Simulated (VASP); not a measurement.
# SrO in VASP: settings compared, part 3 of 3

VASP 6.6.1. The steps go on from the part before.

### 7 Relaxation of cell and atoms, LDA

This run uses another cell than the first one, of 20.40 Å³/atom.

File INCAR:

```
ALGO     = Normal         # electronic algorithm
EDIFF    = 1E-6           # SCF threshold, eV
EDIFFG   = -0.01          # ionic threshold
ENCUT    = 600            # plane-wave cutoff, eV
IBRION   = 2              # ionic algorithm
ISIF     = 3              # what is computed and relaxed
ISMEAR   = 0              # smearing method
ISYM     = 0            
LASPH    = T              # aspherical terms in the spheres
LCHARG   = F              # write CHGCAR
LREAL    = F              # projectors in reciprocal space
LWAVE    = F              # write WAVECAR
NELM     = 60             # most SCF steps
NSW      = 80             # ionic steps
PREC     = Accurate       # precision mode
SIGMA    = 0.01           # smearing width, eV
```

File KPOINTS:

```
Automatic mesh
0
Gamma
  4 4 3
  0.5 0.5 0.5
```

File POSCAR:

```
SrO
1.0
    4.2754662700      0.0000000000      0.0000000000
   -2.1377331300      3.7026624000      0.0000000000
    0.0000000000      0.0000000000      5.1555949900
Sr O
2 2
Direct
    0.3333333333      0.6666666667      0.9381277000
    0.6666666667      0.3333333333      0.4381277000
    0.3333333333      0.6666666667      0.4368723000
    0.6666666667      0.3333333333      0.9368723000
```

Potentials or basis: VASP PAW LDA potentials, release 64 (Sr_sv, O).

Run with:

```bash
cat potpaw_LDA.64/Sr_sv/POTCAR potpaw_LDA.64/O/POTCAR > POTCAR
mpirun -np 1 vasp_std > vasp.out
```

OUTCAR:

```text
EDIFF = 1E-6
   EDIFFG = -0.01
   ENCUT = 600
   IBRION = 2
   ISIF = 3
   ISMEAR = 0
   ISYM = 0
   LASPH = T
   LREAL = F
   NELM = 60
   NSW = 80
   PREC = Accurate

 ion  position               nearest neighbor table
   1  0.333  0.667  0.938-   4 2.47   4 2.47   4 2.47   3 2.57   3 2.58   2 3.57   2 3.57   2 3.57
                             2 3.57   2 3.57   2 3.57
   2  0.667  0.333  0.438-   3 2.47   3 2.47   3 2.47   4 2.57   4 2.58   1 3.57   1 3.57   1 3.57
                             1 3.57   1 3.57   1 3.57
   3  0.333  0.667  0.437-   2 2.47   2 2.47   2 2.47   1 2.57   1 2.58
   4  0.667  0.333  0.937-   1 2.47   1 2.47   1 2.47   2 2.57   2 2.58

IMPORTANT INFORMATION: All symmetrisations will be switched off!
NOSYMM: (Re-)initialisation of all symmetry stuff for point group C_1.

----------------------------------------------------------------------------------------

                                     Primitive cell

  volume of cell :      81.6162

  direct lattice vectors                    reciprocal lattice vectors
     4.275466270  0.000000000  0.000000000     0.233892618  0.135037966  0.000000000
    -2.137733130  3.702662400  0.000000000     0.000000000  0.270075932  0.000000000
     0.000000000  0.000000000  5.155594990     0.000000000  0.000000000  0.193964034

  length of vectors
     4.275466270  4.275466265  5.155594990     0.270075932  0.270075932  0.193964034

  position of ions in fractional coordinates (direct lattice)
     0.333333333  0.666666667  0.938127700
     0.666666667  0.333333333  0.438127700
     0.333333333  0.666666667  0.436872300
     0.666666667  0.333333333  0.936872300

  ion indices of the primitive-cell ions
   primitive index   ion index
                 1           1
                 2           2
                 3           3
                 4           4

----------------------------------------------------------------------------------------

 KPOINTS: Automatic mesh

Automatic generation of k-mesh.
 Grid dimensions read from file:
 generate k-points for:    4    4    3

[... 80 lines left out ...]
   IALGO  =     38    algorithm
   IMIX   =      4    mixing-type and parameters
     AMIX     =   0.40;   BMIX     =  1.00
     AMIX_MAG =   1.60;   BMIX_MAG =  1.00
  volume/ion in A,a.u.               =      20.40       137.69
  Fermi-wavevector in a.u.,A,eV,Ry     =   1.198209  2.264287 19.533960  1.435706
  Thomas-Fermi vector in A             =   2.334104
   LORBIT       =      0    0 simple, 1 ext, 2 COOP (PROOUT), +10 PAW based schemes
   GGA     = CA    functional components
   LHFCALC =     F    Hartree Fock is set to
   AEXX    =    0.0000 exact exchange contribution
   IVDW    =     0    specifies the selected vdW correction
   LEPSILON=     F    determine dielectric tensor
   LRPA    =     F    only Hartree local field effects (RPA)
 conjugate gradient relaxation of ions
 non-spin polarized calculation
 Gauss-broadening in eV      SIGMA  =   0.01
  energy-cutoff  :      600.00
  volume of cell :       81.62
 maximum number of plane-waves:      2741
 NGX is ok and might be reduce to    36
   NGX = 17   NGY = 17   NGZ = 21

--------------------------------------- Ionic step        1  -------------------------------------------

 number of electron      32.0000003 magnetization

 Free energy of the ion-electron system (eV)
  ---------------------------------------------------
  ext. energy  EPLUGINS =         0.00000000
  ---------------------------------------------------
  free energy    TOTEN  =       -26.35631874 eV

  energy without entropy =      -26.35631874  energy(sigma->0) =      -26.35631874

 E-fermi :   0.3493     XC(G=0):  -9.4576

 val. band max:        0.2390290093   @ k =   0.3750   0.3750   0.1667
 cond. band min:       3.5727931058   @ k =   0.0000   0.1250   0.1667
 fundamental gap:      3.3337640966
 Fermi energy:         0.3493007274

 k-point     1 :       0.1250    0.1250    0.1667
  band No.  band energies     occupation
      1     -31.6695      2.00000
      2     -31.5489      2.00000
      3     -15.1745      2.00000
      4     -15.0440      2.00000
      5     -14.0585      2.00000
      6     -13.9927      2.00000
[... 650 lines left out ...]
  FREE ENERGIE OF THE ION-ELECTRON SYSTEM (eV)
  ---------------------------------------------------
  free  energy   TOTEN  =       -26.4143350904 eV

  energy  without entropy=      -26.4143350904  energy(sigma->0) =      -26.41433509

[... ionic steps 4 to 7 ...]

--------------------------------------- Ionic step        8  -------------------------------------------

 number of electron      32.0000005 magnetization

------------------------ aborting loop because EDIFF is reached ----------------------------------------
[... 71 lines left out ...]
--------------------------------------- Ionic step       10  -------------------------------------------

 number of electron      32.0000005 magnetization

 Free energy of the ion-electron system (eV)
  ---------------------------------------------------
  ext. energy  EPLUGINS =         0.00000000
  ---------------------------------------------------
  free energy    TOTEN  =       -26.41443609 eV

  energy without entropy =      -26.41443609  energy(sigma->0) =      -26.41443609

 E-fermi :   0.5276     XC(G=0):  -9.6956

 val. band max:        0.4797169316   @ k =  -0.2500  -0.3750   0.1667
 cond. band min:       3.9723428315   @ k =   0.1250  -0.0000   0.1667
 fundamental gap:      3.4926258999
 Fermi energy:         0.5276069378

 k-point     1 :       0.1250    0.1250    0.1667
  band No.  band energies     occupation
      1     -31.2414      2.00000
      2     -31.0886      2.00000
      3     -15.0461      2.00000
      4     -14.8954      2.00000
      5     -13.6992      2.00000
      6     -13.6133      2.00000
[... 574 lines left out ...]
  FREE ENERGIE OF THE ION-ELECTRON SYSTEM (eV)
  ---------------------------------------------------
  free  energy   TOTEN  =       -26.4144360945 eV

  energy  without entropy=      -26.4144360945  energy(sigma->0) =      -26.41443609

 reached required accuracy - stopping structural energy minimisation
```

OSZICAR:

```text
N       E                     dE             d eps       ncg     rms          rms(c)
DAV:   1     0.227979633221E+03    0.22798E+03   -0.18013E+04  2880   0.168E+03
DAV:   2    -0.162257441911E+02   -0.24421E+03   -0.23391E+03  3960   0.355E+02
[... 78 lines left out ...]
   9 F= -.26414405E+02 E0= -.26414405E+02  d E =-.954141E-04
       N       E                     dE             d eps       ncg     rms          rms(c)
DAV:   1    -0.264145029336E+02   -0.97703E-04   -0.13385E-02  2880   0.895E-01    0.860E-02
DAV:   2    -0.264144573113E+02    0.45622E-04   -0.44231E-04  3432   0.161E-01    0.389E-02
DAV:   3    -0.264144399821E+02    0.17329E-04   -0.27167E-05  3396   0.479E-02    0.317E-02
DAV:   4    -0.264144360146E+02    0.39676E-05   -0.15286E-05  4944   0.243E-02    0.207E-02
DAV:   5    -0.264144360945E+02   -0.79932E-07   -0.14974E-06  2144   0.890E-03
  10 F= -.26414436E+02 E0= -.26414436E+02  d E =-.312875E-04
```

CONTCAR:

```text
SrO
   1.00000000000000
     4.1998781046908498    0.0000002188559388    0.0000000024015528
    -2.0999388568955064    3.6372005185062792    0.0000000726216355
     0.0000000004172957    0.0000001032344904    5.0591520349030663
  Sr              O
     2     2
Direct
     0.3333332999647871    0.6666666501784909    0.9377299099160921
     0.6666667145693852    0.3333333542756240    0.4377299337010206
     0.3333333294551333    0.6666666604422756    0.4372700785279293
     0.6666666560106946    0.3333333351036095    0.9372700778549578

  0.00000000E+00  0.00000000E+00  0.00000000E+00
  0.00000000E+00  0.00000000E+00  0.00000000E+00
  0.00000000E+00  0.00000000E+00  0.00000000E+00
  0.00000000E+00  0.00000000E+00  0.00000000E+00
```

Run time: 16 min. Hardware: 1 thread of Intel Xeon 8259CL, shared host; peak memory 0.29 GiB.

Results:

* Free energy: -26.4144 eV
* Relaxed volume: 19.32 Å³/atom
* Relaxed cell: a = 4.200 Å, b = 4.200 Å, c = 5.059 Å, α = 90.00°, β = 90.00°, γ = 120.00°
* Space group after relaxing (to 0.1 Å): P6_3/mmc (No. 194)
* Energy gained by relaxing: 14.5 meV/atom
* Ionic steps: 10
* Pressure after relaxing: 0.0 GPa
* Largest force after relaxing: 0.006 eV/Å
* Band gap on the k mesh: 3.49 eV (least direct gap 3.77 eV)

Forces in eV/Å, atoms in the order of the input:
```
Sr   0.000  0.000 -0.006
Sr   0.000  0.000 -0.006
O    0.000  0.000  0.006
O    0.000  0.000  0.006
```

Step by step:
```
step  energy change (eV)  largest force (eV/Å)  pressure (GPa)  volume (Å³)
   1              0.0000                0.0113           -4.06        81.62
   2             -0.0486                0.0159            1.87        75.66
   3             -0.0580                0.0147           -0.01        77.28
   4             -0.0580                0.0148            0.08        77.20
   5             -0.0581                0.0109           -0.03        77.30
   6             -0.0581                0.0103           -0.04        77.32
   7             -0.0581                0.0092           -0.08        77.35
   8             -0.0581                0.0099           -0.07        77.33
   9             -0.0581                0.0101           -0.07        77.32
  10             -0.0581                0.0060           -0.02        77.28
```

Final structure:
```cif
data_structure
_symmetry_space_group_name_H-M 'P 1'
_symmetry_Int_Tables_number 1
_cell_length_a 4.1999
_cell_length_b 4.1999
_cell_length_c 5.0592
_cell_angle_alpha 90.000
_cell_angle_beta 90.000
_cell_angle_gamma 120.000
_cell_volume 77.28
loop_
_atom_site_label
_atom_site_type_symbol
_atom_site_fract_x
_atom_site_fract_y
_atom_site_fract_z
_atom_site_occupancy
Sr1 Sr 0.33333 0.66667 0.93773 1
Sr2 Sr 0.66667 0.33333 0.43773 1
O1 O 0.33333 0.66667 0.43727 1
O2 O 0.66667 0.33333 0.93727 1
```

Levels at points of the mesh, in eV from the valence-band top:
| k point | band 13 | band 14 | band 15 | band 16 | band 17 | band 18 | band 19 | band 20 |
| --- | --- | --- | --- | --- | --- | --- | --- | --- |
| (0.12, 0.12, 0.17) | -0.70 | -0.58 | -0.37 | -0.31 | 4.15 | 5.62 | 6.54 | 7.29 |

Caveat: a shifted mesh leaves out Γ, where band edges can lie. A k mesh can miss the band edges.

### 8 The runs side by side

```tsv
task	level	potentials or basis	cell	cutoff (eV)	gap on the mesh (eV)	pressure (GPa)	relaxed volume (Å³/atom)	largest force (eV/Å)
single point	LDA	VASP PAW LDA potentials, release 64 (Sr_sv, O)	a = 4.191, b = 4.191, c = 5.045 Å, angles 90.0, 90.0, 120.0°, 4 atoms, atomic positions A	520	3.51	0.7	-	-
single point	PBEsol	VASP PAW PBE potentials, release 64 (Sr_sv, O)	a = 4.237, b = 4.237, c = 5.105 Å, angles 90.0, 90.0, 120.0°, 4 atoms, atomic positions B	520	3.47	0.5	-	0.01
single point	BLYP+D3(BJ)	VASP PAW PBE potentials, release 64 (Sr_sv, O)	a = 4.253, b = 4.253, c = 5.152 Å, angles 90.0, 90.0, 120.0°, 4 atoms, atomic positions C	520	3.68	0.5	-	-
relaxation of cell and atoms	BLYP+D3(BJ)	VASP PAW PBE potentials, release 64 (Sr_sv, O)	relaxed from a = 4.275, b = 4.275, c = 5.156 Å, angles 90.0, 90.0, 120.0°, 4 atoms, atomic positions D	600	3.66	0.0	20.29	0.01
relaxation of cell and atoms	PBEsol	VASP PAW PBE potentials, release 64 (Sr_sv, O)	relaxed from a = 4.275, b = 4.275, c = 5.156 Å, angles 90.0, 90.0, 120.0°, 4 atoms, atomic positions D	600	3.46	0.0	19.95	-
relaxation of cell and atoms	LDA	VASP PAW LDA potentials, release 64 (Sr_sv, O)	relaxed from a = 4.275, b = 4.275, c = 5.156 Å, angles 90.0, 90.0, 120.0°, 4 atoms, atomic positions D	600	3.49	0.0	19.32	0.01
```

Alike in all rows: no spin polarisation; k mesh 4 × 4 × 3, shifted; smearing gaussian 0.01 eV.

Caveats: a shifted mesh leaves out Γ, where band edges can lie; the PAW data sets were made with another functional, which shifts forces and pressure a little (at least some runs).

Total energies depend on the potentials used, so only differences within one code and one set of settings carry meaning.
